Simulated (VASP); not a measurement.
Input of a VASP 6.6.1 run:

INCAR

```
SYSTEM = Ag
PREC = Accurate ; ENCUT = 520
EDIFF = 1E-8 ; ISMEAR = -1
SIGMA = 0.08 ; LREAL = .FALSE.
LASPH = .TRUE. ; NELM = 100
ALGO = Normal ; ISIF = 2
LWAVE = .FALSE. ; LCHARG = .FALSE.
GGA = PE ; LEFG = .TRUE.
NBANDS = 30
```

The input KPOINTS:

```
regular mesh
0
G
  14 14 4
  0 0 0
```

Contents of POSCAR:

```
Ag
1.0
    2.8861989086      0.0000000000      0.0000000000
   -1.4430994543      2.4995215753      0.0000000000
    0.0000000000      0.0000000000     10.0000000000
Ag
4
Direct
    0.3333333333      0.6666666667      0.2500000000
    0.6666666667      0.3333333333      0.7500000000
    0.0000000000      0.0000000000      0.0000000000
    0.0000000000      0.0000000000      0.5000000000
```

Potentials or basis: VASP PAW PBE potentials, release 64 (Ag).

Run with:

```console
$ cat potpaw_PBE.64/Ag/POTCAR > POTCAR
$ mpirun -np 1 vasp_std > vasp.out
```

Q: What does it give for the band gap on the k mesh?

A: Zero (bands 22 and 23 overlap by 6.11 eV).

Q: Estimate the pressure.

A: -0.5 GPa.

Electric field gradients, principal values (V/Å²):
| atom | least | middle | greatest (by size) |
| --- | --- | --- | --- |
| 1 Ag | -5.188 | -5.188 | 10.376 |
| 2 Ag | -5.188 | -5.188 | 10.376 |
| 3 Ag | -4.691 | -4.692 | 9.383 |
| 4 Ag | -4.691 | -4.692 | 9.383 |

Caveat: without QUAD_EFG the Cq values of the log hold for a quadrupole moment of 1 mb, not for the nuclei.
